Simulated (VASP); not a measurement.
# Rh (Fm-3m) in VASP: further runs

Rh is run at these levels: r2SCAN; tasks: relaxation of cell and atoms, single point.

Everything below comes from runs of VASP 6.6.1. Logs are shortened: lines on timing, memory, paths and dates and some standing lists are left out, and cuts for length are marked.

### 1 The cell of the first run

It takes space group Fm-3m (No. 225, cubic). The conventional cell has a = 3.796 Å, b = 3.796 Å, c = 3.796 Å, α = 90.00°, β = 90.00°, γ = 90.00°. Rh (site symmetry m-3m) has 12 Rh at 2.68 Å within 3.5 Å.

### 2 Relaxation of cell and atoms, r2SCAN

The input, POSCAR:

```
Rh
1.0
    0.0000000000      1.8978500000      1.8978500000
    1.8978500000      0.0000000000      1.8978500000
    1.8978500000      1.8978500000      0.0000000000
Rh
1
Direct
    0.0000000000      0.0000000000      0.0000000000
```

The input, INCAR.step1:

```
PREC = Accurate
ENCUT = 600
ISMEAR = -1
SIGMA = 0.05
LREAL = False
LASPH = True
NELM = 60
GGA = PE
ALGO = Normal
EDIFF = 1E-4
LWAVE = True
LCHARG = False
```

The input, INCAR.step2:

```
PREC = Accurate
ENCUT = 600
EDIFF = 1E-6
ISMEAR = -1
SIGMA = 0.05
LREAL = False
LASPH = True
NELM = 60
ALGO = Normal
ISIF = 3
LWAVE = False
LCHARG = False
METAGGA = R2SCAN
LMIXTAU = True
IBRION = 2
NSW = 100
EDIFFG = -0.002
ISTART = 1
```

The input, KPOINTS:

```
Automatic mesh
0
Gamma
  24 24 24
```

Potentials or basis: VASP PAW PBE potentials, release 64 (Rh_pv).

On the command line:

```console
$ cat potpaw_PBE.64/Rh_pv/POTCAR > POTCAR
$ cp INCAR.step1 INCAR
$ mpirun -np 1 vasp_std > vasp.out
$ cp INCAR.step2 INCAR
$ mpirun -np 1 vasp_std > vasp.out
```

OUTCAR:

```text
PREC = Accurate
   ENCUT = 600
   EDIFF = 1E-6
   ISMEAR = -1
   LREAL = False
   LASPH = True
   NELM = 60
   ISIF = 3
   METAGGA = R2SCAN
   IBRION = 2
   NSW = 100
   EDIFFG = -0.002
   ISTART = 1

 ion  position               nearest neighbor table
   1  0.000  0.000  0.000-

  LATTYP: Found a face centered cubic cell.
 ALAT       =     3.7957000000

  Lattice vectors:

 A1 = (   0.0000000000,   1.8978500000,   1.8978500000)
 A2 = (   1.8978500000,   0.0000000000,   1.8978500000)
 A3 = (   1.8978500000,   1.8978500000,   0.0000000000)

Analysis of symmetry for initial positions (statically):
=====================================================================
 Subroutine PRICEL returns:
 Original cell was already a primitive cell.

 Routine SETGRP: Setting up the symmetry group for a
 face centered cubic supercell.

 Subroutine GETGRP returns: Found 48 space group operations
 (whereof 48 operations were pure point group operations)
 out of a pool of 48 trial point group operations.

The static configuration has the point symmetry O_h .

Analysis of symmetry for dynamics (positions and initial velocities):
=====================================================================
 Subroutine PRICEL returns:
 Original cell was already a primitive cell.

 Routine SETGRP: Setting up the symmetry group for a
 face centered cubic supercell.

 Subroutine GETGRP returns: Found 48 space group operations
 (whereof 48 operations were pure point group operations)
 out of a pool of 48 trial point group operations.

The dynamic configuration has the point symmetry O_h .

 Subroutine INISYM returns: Found 48 space group operations
 (whereof 48 operations are pure point group operations),
 and found     1 'primitive' translations

----------------------------------------------------------------------------------------

                                     Primitive cell

  volume of cell :      13.6715

  direct lattice vectors                    reciprocal lattice vectors
     0.000000000  1.897850000  1.897850000    -0.263456016  0.263456016  0.263456016
     1.897850000  0.000000000  1.897850000     0.263456016 -0.263456016  0.263456016
     1.897850000  1.897850000  0.000000000     0.263456016  0.263456016 -0.263456016

  length of vectors
     2.683965209  2.683965209  2.683965209     0.456319205  0.456319205  0.456319205

  position of ions in fractional coordinates (direct lattice)
     0.000000000  0.000000000  0.000000000

  ion indices of the primitive-cell ions
   primitive index   ion index
                 1           1

----------------------------------------------------------------------------------------

 KPOINTS: Automatic mesh

Automatic generation of k-mesh.
 Grid dimensions read from file:
 generate k-points for:   24   24   24

 Generating k-lattice:

  Cartesian coordinates                     Fractional coordinates (reciprocal lattice)
    -0.010977334  0.010977334  0.010977334     0.041666667  0.000000000  0.000000000
     0.010977334 -0.010977334  0.010977334     0.000000000  0.041666667  0.000000000
     0.010977334  0.010977334 -0.010977334     0.000000000  0.000000000  0.041666667

  Length of vectors
     0.019013300  0.019013300  0.019013300

  Shift w.r.t. Gamma in fractional coordinates (k-lattice)
     0.000000000  0.000000000  0.000000000

 Subroutine IBZKPT returns following result:
 ===========================================

 Found    413 irreducible k-points:

 Following reciprocal coordinates:
            Coordinates               Weight
  0.000000  0.000000  0.000000      1.000000
  0.041667  0.000000  0.000000      8.000000
  0.083333  0.000000  0.000000      8.000000
  0.125000  0.000000  0.000000      8.000000
  0.166667  0.000000  0.000000      8.000000
  0.208333  0.000000  0.000000      8.000000
[... 16 lines left out ...]
  0.416667  0.041667  0.000000     24.000000
  0.458333  0.041667  0.000000     24.000000
 [... further k-points ...]
   k-points           NKPTS =    413   k-points in BZ     NKDIM =    413   number of bands    NBANDS=     11
   number of dos      NEDOS =    301   number of ions     NIONS =      1
   total plane-waves  NPLWV =  13824
   dimension x,y,z NGX =    24 NGY =   24 NGZ =   24
   dimension x,y,z NGXF=    48 NGYF=   48 NGZF=   48
   ions per type =               1
   NGX,Y,Z   is equivalent  to a cutoff of  14.87, 14.87, 14.87 a.u.
   NGXF,Y,Z  is equivalent  to a cutoff of  29.73, 29.73, 29.73 a.u.
 SYSTEM =  unknown system
   PREC   = accura    normal or accurate (medium, high low for compatibility)
   ISTART =      1    job   : 0-new  1-cont  2-samecut
   ICHARG =      0    charge: 1-file 2-atom 10-const
   ISPIN  =      1    spin polarized calculation?
   LNONCOLLINEAR =      F non collinear calculations
   LSORBIT =      F    spin-orbit coupling
   LASPH  =      T    aspherical Exc in radial PAW
   ENCUT  =  600.0 eV  44.10 Ry    6.64 a.u.   5.36  5.36  5.36*2*pi/ulx,y,z
   NELM   =     60;   NELMIN=  2; NELMDL=  0     # of ELM steps
   EDIFF  = 0.1E-05   stopping-criterion for ELM
   LREAL  =      F    real-space projection
   EDIFFG = -.2E-02   stopping-criterion for IOM
   NSW    =    100    number of steps for IOM
   IBRION =      2    ionic relax: 0-MD 1-quasi-New 2-CG
   NFREE  =      1    steps in history (QN), initial steepest desc. (CG)
   ISIF   =      3    stress and relaxation
   ISYM   =      2    0-nonsym 1-usesym 2-fastsym
   POTIM  = 0.5000    time-step for ionic-motion
   TEBEG  =    0.0;   TEEND  =   0.0 temperature during run
   PSTRESS=    0.0 pullay stress
   NELECT =      15.0000    total number of electrons
   NUPDOWN=      -1.0000    fix difference up-down
   EMIN   =  10.00;   EMAX   =-10.00  energy-range for DOS
   EFERMI =   0.00;   METHOD = LEGACY
   ISMEAR =    -1;   SIGMA  =   0.05  broadening in eV -4-tet -1-fermi 0-gaus
   EFERMI_NEDOS =   21; number of points for ismear=-14 and -15
   IALGO  =     38    algorithm
   IMIX   =      4    mixing-type and parameters
     AMIX     =   0.40;   BMIX     =  1.00
     AMIX_MAG =   1.60;   BMIX_MAG =  1.00
  volume/ion in A,a.u.               =      13.67        92.26
  Fermi-wavevector in a.u.,A,eV,Ry     =   1.688496  3.190795 38.790465  2.851019
  Thomas-Fermi vector in A             =   2.770792
   LORBIT       =      0    0 simple, 1 ext, 2 COOP (PROOUT), +10 PAW based schemes
   METAGGA = R2SCAN    functional components
   LHFCALC =     F    Hartree Fock is set to
   AEXX    =    0.0000 exact exchange contribution
   IVDW    =     0    specifies the selected vdW correction
   LEPSILON=     F    determine dielectric tensor
   LRPA    =     F    only Hartree local field effects (RPA)
 conjugate gradient relaxation of ions
 non-spin polarized calculation
  energy-cutoff  :      600.00
  volume of cell :       13.67
 maximum number of plane-waves:       471
 NGX is ok and might be reduce to    24
   NGX = 11   NGY = 11   NGZ = 11

--------------------------------------- Ionic step        1  -------------------------------------------

 number of electron      15.0000002 magnetization

 Free energy of the ion-electron system (eV)
  ---------------------------------------------------
  ext. energy  EPLUGINS =         0.00000000
  ---------------------------------------------------
  free energy    TOTEN  =       -24.14106629 eV

  energy without entropy =      -24.13133567  energy(sigma->0) =      -24.13620098

------------------------ aborting loop because EDIFF is reached ----------------------------------------

  FORCE on cell =-STRESS in cart. coord.  units (eV):
  Direction    XX          YY          ZZ          XY          YZ          ZX
  --------------------------------------------------------------------------------------
  -------------------------------------------------------------------------------------
  Total        0.1770142      0.1770142      0.1770142      0.0000000     -0.0000000     -0.0000000
  in kB       20.7445032     20.7445032     20.7445032      0.0000000     -0.0000000     -0.0000000
  external PRESSURE =      20.7445032 kB  Pullay stress =       0.0000000 kB

 VOLUME and BASIS-vectors are now :
 -----------------------------------------------------------------------------
  energy-cutoff  :      600.00
  volume of cell :       13.67
      direct lattice vectors                 reciprocal lattice vectors
     0.000000000  1.897850000  1.897850000    -0.263456016  0.263456016  0.263456016
     1.897850000  0.000000000  1.897850000     0.263456016 -0.263456016  0.263456016
     1.897850000  1.897850000  0.000000000     0.263456016  0.263456016 -0.263456016
[... 36 lines left out ...]
 POSITION                                       TOTAL-FORCE (eV/Angst)
 -----------------------------------------------------------------------------------
      1.91406      1.91406     -0.00000         0.000000     -0.000000      0.000000
 -----------------------------------------------------------------------------------
    total drift:                                0.000000      0.000000      0.000000

  FREE ENERGIE OF THE ION-ELECTRON SYSTEM (eV)
  ---------------------------------------------------
  free  energy   TOTEN  =       -24.1377631653 eV

  energy  without entropy=      -24.1274968496  energy(sigma->0) =      -24.13263001

--------------------------------------- Ionic step        3  -------------------------------------------

 number of electron      15.0000002 magnetization

 Free energy of the ion-electron system (eV)
  ---------------------------------------------------
  ext. energy  EPLUGINS =         0.00000000
  ---------------------------------------------------
  free energy    TOTEN  =       -24.14171621 eV

  energy without entropy =      -24.13183519  energy(sigma->0) =      -24.13677570

 E-fermi :  11.6987     XC(G=0): -15.1939

 val. band max:       11.6897554573   @ k =   0.5000   0.3333   0.1250
 cond. band min:      11.6996614862   @ k =  -0.3750   0.2500   0.0000
 fundamental gap:      0.0099060289
 Fermi energy:        11.6987480342

 k-point     1 :       0.0000    0.0000    0.0000
  band No.  band energies     occupation
      1     -36.0848      2.00000
      2     -36.0848      2.00000
      3     -36.0848      2.00000
      4       3.5346      2.00000
      5       8.5374      2.00000
      6       8.5374      2.00000
      7       8.5374      2.00000
      8      10.6314      2.00000
      9      10.6314      2.00000
     10      28.4190      0.00000
     11      29.0868      0.00000

 k-point     2 :       0.0417    0.0000    0.0000
  band No.  band energies     occupation
      1     -36.0987      2.00000
      2     -36.0867      2.00000
      3     -36.0867      2.00000
      4       3.6082      2.00000
      5       8.5042      2.00000
      6       8.5663      2.00000
      7       8.5663      2.00000
      8      10.6151      2.00000
      9      10.6151      2.00000
     10      28.5251      0.00000
     11      29.0869      0.00000
[... 295 lines left out ...]
 k-point    24 :       0.4583    0.0417    0.0000
  band No.  band energies     occupation
      1     -36.8402      2.00000
      2     -36.1957      2.00000
      3     -36.1953      2.00000
      4       5.4644      2.00000
      5       8.4023      2.00000
      6       8.5148      2.00000
      7      11.3262      1.99884
      8      12.2477      0.00003
      9      12.9304      0.00000
     10      21.3850      0.00000
     11      28.2103      0.00000

 [... further k-points ...]

------------------------ aborting loop because EDIFF is reached ----------------------------------------

  FORCE on cell =-STRESS in cart. coord.  units (eV):
  Direction    XX          YY          ZZ          XY          YZ          ZX
  --------------------------------------------------------------------------------------
  -------------------------------------------------------------------------------------
  Total        0.0005658      0.0005658      0.0005658     -0.0000000      0.0000000      0.0000000
  in kB        0.0658250      0.0658250      0.0658250     -0.0000000      0.0000000      0.0000000
  external PRESSURE =       0.0658250 kB  Pullay stress =       0.0000000 kB

 VOLUME and BASIS-vectors are now :
 -----------------------------------------------------------------------------
  energy-cutoff  :      600.00
  volume of cell :       13.77
      direct lattice vectors                 reciprocal lattice vectors
     0.000000000  1.902474725  1.902474725    -0.262815581  0.262815581  0.262815581
     1.902474725 -0.000000000  1.902474725     0.262815581 -0.262815581  0.262815581
     1.902474725  1.902474725 -0.000000000     0.262815581  0.262815581 -0.262815581

 POSITION                                       TOTAL-FORCE (eV/Angst)
 -----------------------------------------------------------------------------------
      0.00000      0.00000      0.00000        -0.000000     -0.000000      0.000000
 -----------------------------------------------------------------------------------
    total drift:                                0.000000      0.000000     -0.000000

  FREE ENERGIE OF THE ION-ELECTRON SYSTEM (eV)
  ---------------------------------------------------
  free  energy   TOTEN  =       -24.1417162140 eV

  energy  without entropy=      -24.1318351912  energy(sigma->0) =      -24.13677570

 reached required accuracy - stopping structural energy minimisation
```

Run time: 3.3 min. Hardware: 1 thread of Intel Xeon 6975P-C (Granite Rapids), shared host; peak memory 0.21 GiB.

What came out:

* Free energy: -24.1417 eV
* Relaxed volume: 13.77 Å³/atom
* Relaxed cell: a = 2.691 Å, b = 2.691 Å, c = 2.691 Å, α = 60.00°, β = 60.00°, γ = 60.00°
* Space group after relaxing (to 0.05 Å): Fm-3m (No. 225)
* Energy gained by relaxing: 0.6 meV/atom
* Ionic steps: 3
* Pressure after relaxing: 0.0 GPa

The path:
| step | energy change (eV) | largest force (eV/Å) | pressure (GPa) | volume (Å³) |
| --- | --- | --- | --- | --- |
| 1 | 0.0000 | 0.0000 | 2.07 | 13.67 |
| 2 | 0.0033 | 0.0000 | -4.88 | 14.02 |
| 3 | -0.0006 | 0.0000 | 0.01 | 13.77 |

Final structure:
```
CELL_PARAMETERS angstrom
0.00000 1.90247 1.90247
1.90247 0.00000 1.90247
1.90247 1.90247 0.00000
ATOMIC_POSITIONS crystal
Rh 0.00000 0.00000 0.00000
```

Levels at points of the mesh, in eV from the Fermi level:
```tsv
k point	band 4	band 5	band 6	band 7	band 8	band 9	band 10	band 11
(0.00, 0.00, 0.00)	-8.16	-3.16	-3.16	-3.16	-1.07	-1.07	16.72	17.39
(0.50, 0.00, 0.00)	-6.32	-3.27	-3.27	0.59	0.59	0.91	9.07	16.28
(0.50, 0.50, 0.00)	-6.53	-6.16	0.51	1.05	1.05	3.48	12.86	14.00
```

Caveat: the PAW data sets were made with another functional, which shifts forces and pressure a little. Zero-point motion and thermal expansion aren't in these numbers.

(Continued in part 2 of 3.)
